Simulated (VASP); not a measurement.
# ZnS (F-43m) in VASP: a series of runs

ZnS is run at these levels: PBE; tasks: single point.

All numbers are computed with VASP 6.6.1; they aren't measurements. Logs are shortened: lines on timing, memory, paths and dates and some standing lists are left out, and cuts for length are marked.

### 1 The cell of the first run

Symmetry: F-43m, No. 216, cubic system. The conventional cell has a = 5.332 Å, b = 5.332 Å, c = 5.332 Å, α = 90.00°, β = 90.00°, γ = 90.00°. Zn (site symmetry -43m) has 4 S at 2.31 Å within 3.1 Å. S (site symmetry -43m) has 4 Zn at 2.31 Å within 3.1 Å.

### 2 Single point, PBE (volume scaled by 0.94)

The input, INCAR:

```
PREC = Accurate ; ENCUT = 520
EDIFF = 1E-7 ; ISMEAR = 0
SIGMA = 0.02 ; LREAL = F
LASPH = T ; NELM = 100
ALGO = Normal ; ISIF = 2
LWAVE = F ; LCHARG = F
GGA = PE ; NBANDS = 16
```

The input, KPOINTS:

```
regular mesh
0
Gamma
  10 10 10
```

The input, POSCAR:

```
ZnS
1.0
    0.0000000000      2.6659250102      2.6659250102
    2.6659250102      0.0000000000      2.6659250102
    2.6659250102      2.6659250102      0.0000000000
Zn S
1 1
Direct
    0.2500000000      0.2500000000      0.2500000000
    0.0000000000      0.0000000000      0.0000000000
```

Potentials or basis: VASP PAW PBE potentials, release 64 (Zn, S).

Started as:

```
> cat potpaw_PBE.64/Zn/POTCAR potpaw_PBE.64/S/POTCAR > POTCAR
> mpirun -np 1 vasp_std > vasp.out
```

OUTCAR:

```text
PREC = Accurate
   ENCUT = 520
   EDIFF = 1E-7
   ISMEAR = 0
   LREAL = F
   LASPH = T
   NELM = 100
   ISIF = 2
   GGA = PE

 ion  position               nearest neighbor table
   1  0.250  0.250  0.250-   2 2.31   2 2.31   2 2.31   2 2.31
   2  0.000  0.000  0.000-   1 2.31   1 2.31   1 2.31   1 2.31

  LATTYP: Found a face centered cubic cell.
 ALAT       =     5.3318500204

  Lattice vectors:

 A1 = (   0.0000000000,   2.6659250102,   2.6659250102)
 A2 = (   2.6659250102,   0.0000000000,   2.6659250102)
 A3 = (   2.6659250102,   2.6659250102,   0.0000000000)

Analysis of symmetry for initial positions (statically):
=====================================================================
 Subroutine PRICEL returns:
 Original cell was already a primitive cell.

 Routine SETGRP: Setting up the symmetry group for a
 face centered cubic supercell.

 Subroutine GETGRP returns: Found 24 space group operations
 (whereof 24 operations were pure point group operations)
 out of a pool of 48 trial point group operations.

The static configuration has the point symmetry T_d .

Analysis of symmetry for dynamics (positions and initial velocities):
=====================================================================
 Subroutine PRICEL returns:
 Original cell was already a primitive cell.

 Routine SETGRP: Setting up the symmetry group for a
 face centered cubic supercell.

 Subroutine GETGRP returns: Found 24 space group operations
 (whereof 24 operations were pure point group operations)
 out of a pool of 48 trial point group operations.

The dynamic configuration has the point symmetry T_d .

 Subroutine INISYM returns: Found 24 space group operations
 (whereof 24 operations are pure point group operations),
 and found     1 'primitive' translations

----------------------------------------------------------------------------------------

                                     Primitive cell

  volume of cell :      37.8943

  direct lattice vectors                    reciprocal lattice vectors
     0.000000000  2.665925010  2.665925010    -0.187552162  0.187552162  0.187552162
     2.665925010  0.000000000  2.665925010     0.187552162 -0.187552162  0.187552162
     2.665925010  2.665925010  0.000000000     0.187552162  0.187552162 -0.187552162

  length of vectors
     3.770187306  3.770187306  3.770187306     0.324849874  0.324849874  0.324849874

  position of ions in fractional coordinates (direct lattice)
     0.250000000  0.250000000  0.250000000
     0.000000000  0.000000000  0.000000000

[... 76 lines left out ...]
   EDIFF  = 0.1E-06   stopping-criterion for ELM
   LREAL  =      F    real-space projection
   EDIFFG = 0.1E-05   stopping-criterion for IOM
   NSW    =      0    number of steps for IOM
   IBRION =     -1    ionic relax: 0-MD 1-quasi-New 2-CG
   NFREE  =      0    steps in history (QN), initial steepest desc. (CG)
   ISIF   =      2    stress and relaxation
   ISYM   =      2    0-nonsym 1-usesym 2-fastsym
   POTIM  = 0.5000    time-step for ionic-motion
   TEBEG  =    0.0;   TEEND  =   0.0 temperature during run
   PSTRESS=    0.0 pullay stress
   NELECT =      18.0000    total number of electrons
   NUPDOWN=      -1.0000    fix difference up-down
   EMIN   =  10.00;   EMAX   =-10.00  energy-range for DOS
   EFERMI =   0.00;   METHOD = LEGACY
   ISMEAR =     0;   SIGMA  =   0.02  broadening in eV -4-tet -1-fermi 0-gaus
   EFERMI_NEDOS =   21; number of points for ismear=-14 and -15
   IALGO  =     38    algorithm
   IMIX   =      4    mixing-type and parameters
     AMIX     =   0.40;   BMIX     =  1.00
     AMIX_MAG =   1.60;   BMIX_MAG =  1.00
  volume/ion in A,a.u.               =      18.95       127.86
  Fermi-wavevector in a.u.,A,eV,Ry     =   1.277344  2.413829 22.199357  1.631607
  Thomas-Fermi vector in A             =   2.409949
   LORBIT       =      0    0 simple, 1 ext, 2 COOP (PROOUT), +10 PAW based schemes
   GGA     = PE    functional components
   LHFCALC =     F    Hartree Fock is set to
   AEXX    =    0.0000 exact exchange contribution
   IVDW    =     0    specifies the selected vdW correction
   LEPSILON=     F    determine dielectric tensor
   LRPA    =     F    only Hartree local field effects (RPA)
 non-spin polarized calculation
 Gauss-broadening in eV      SIGMA  =   0.02
  energy-cutoff  :      520.00
  volume of cell :       37.89
 maximum number of plane-waves:      1034
   NGX = 13   NGY = 13   NGZ = 13

 number of electron      18.0000019 magnetization

 Free energy of the ion-electron system (eV)
  ---------------------------------------------------
  ext. energy  EPLUGINS =         0.00000000
  ---------------------------------------------------
  free energy    TOTEN  =        -6.81403530 eV

  energy without entropy =       -6.81403530  energy(sigma->0) =       -6.81403530

 E-fermi :   2.6173     XC(G=0):  -9.8213

 val. band max:        2.4922936827   @ k =   0.0000   0.0000   0.0000
 cond. band min:       4.7857575986   @ k =   0.0000   0.0000   0.0000
 fundamental gap:      2.2934639159
 Fermi energy:         2.6173429514

 k-point     1 :       0.0000    0.0000    0.0000
  band No.  band energies     occupation
      1     -10.9380      2.00000
      2      -4.0165      2.00000
      3      -4.0165      2.00000
      4      -4.0165      2.00000
      5      -3.4691      2.00000
      6      -3.4691      2.00000
[... 433 lines left out ...]
      3      -3.7489      2.00000
      4      -3.7404      2.00000
      5      -3.4479      2.00000
      6      -3.4055      2.00000
[... 8 lines left out ...]
     15      15.9399      0.00000
     16      18.6284      0.00000

 [... further k-points ...]

------------------------ aborting loop because EDIFF is reached ----------------------------------------

  FORCE on cell =-STRESS in cart. coord.  units (eV):
  Direction    XX          YY          ZZ          XY          YZ          ZX
  --------------------------------------------------------------------------------------
  -------------------------------------------------------------------------------------
  Total        1.2145009      1.2145009      1.2145009      0.0000000     -0.0000000     -0.0000000
  in kB       51.3493133     51.3493133     51.3493133      0.0000000     -0.0000000     -0.0000000
  external PRESSURE =      51.3493133 kB  Pullay stress =       0.0000000 kB

 VOLUME and BASIS-vectors are now :
 -----------------------------------------------------------------------------
  energy-cutoff  :      520.00
  volume of cell :       37.89
      direct lattice vectors                 reciprocal lattice vectors
     0.000000000  2.665925010  2.665925010    -0.187552162  0.187552162  0.187552162
     2.665925010  0.000000000  2.665925010     0.187552162 -0.187552162  0.187552162
     2.665925010  2.665925010  0.000000000     0.187552162  0.187552162 -0.187552162

 POSITION                                       TOTAL-FORCE (eV/Angst)
 -----------------------------------------------------------------------------------
      1.33296      1.33296      1.33296         0.000000      0.000000      0.000000
      0.00000      0.00000      0.00000        -0.000000     -0.000000     -0.000000
 -----------------------------------------------------------------------------------
    total drift:                               -0.000002     -0.000002     -0.000002

  FREE ENERGIE OF THE ION-ELECTRON SYSTEM (eV)
  ---------------------------------------------------
  free  energy   TOTEN  =        -6.8140352966 eV

  energy  without entropy=       -6.8140352966  energy(sigma->0) =       -6.81403530
```

Wall time 25 s (1 thread of Intel Xeon Platinum 8488C (Sapphire Rapids), shared host); peak memory 0.16 GiB.

What came out:

* Free energy: -6.8140 eV
* Pressure: 5.1 GPa
* Band gap on the k mesh: 2.29 eV, direct

### 3 Single point, PBE (volume scaled by 0.97)

The input, INCAR:

```
PREC = Accurate
ENCUT = 520
EDIFF = 1E-6
ISMEAR = 0
SIGMA = 0.02
LREAL = False
LASPH = True
NELM = 80
ALGO = Normal
ISIF = 2
LWAVE = False
LCHARG = False
GGA = PE
NBANDS = 16
```

KPOINTS is that of step 2.

The input, POSCAR:

```
ZnS
1.0
    0.0000000000      2.6939894411      2.6939894411
    2.6939894411      0.0000000000      2.6939894411
    2.6939894411      2.6939894411      0.0000000000
Zn S
1 1
Direct
    0.2500000000      0.2500000000      0.2500000000
    0.0000000000      0.0000000000      0.0000000000
```

Potentials or basis: VASP PAW PBE potentials, release 64 (Zn, S).

Started as:

```
> cat potpaw_PBE.64/Zn/POTCAR potpaw_PBE.64/S/POTCAR > POTCAR
> mpirun -np 1 vasp_std > vasp.out
```

Run time: 26 s. Hardware: 1 thread of Intel Xeon Platinum 8488C (Sapphire Rapids), shared host; peak memory 0.17 GiB.

The run converged. Its results:

* Free energy: -6.8427 eV
* Pressure: 2.5 GPa
* Band gap on the k mesh: 2.15 eV, direct

Levels at points of the mesh, in eV from the valence-band top:
| k point | band 7 | band 8 | band 9 | band 10 | band 11 | band 12 |
| --- | --- | --- | --- | --- | --- | --- |
| (0.00, 0.00, 0.00) | 0.00 | 0.00 | 0.00 | 2.15 | 6.39 | 6.39 |
| (0.50, 0.00, 0.00) | -5.35 | -0.88 | -0.88 | 3.33 | 6.92 | 6.92 |
| (0.50, 0.50, 0.00) | -4.59 | -2.25 | -2.25 | 3.39 | 4.07 | 11.04 |
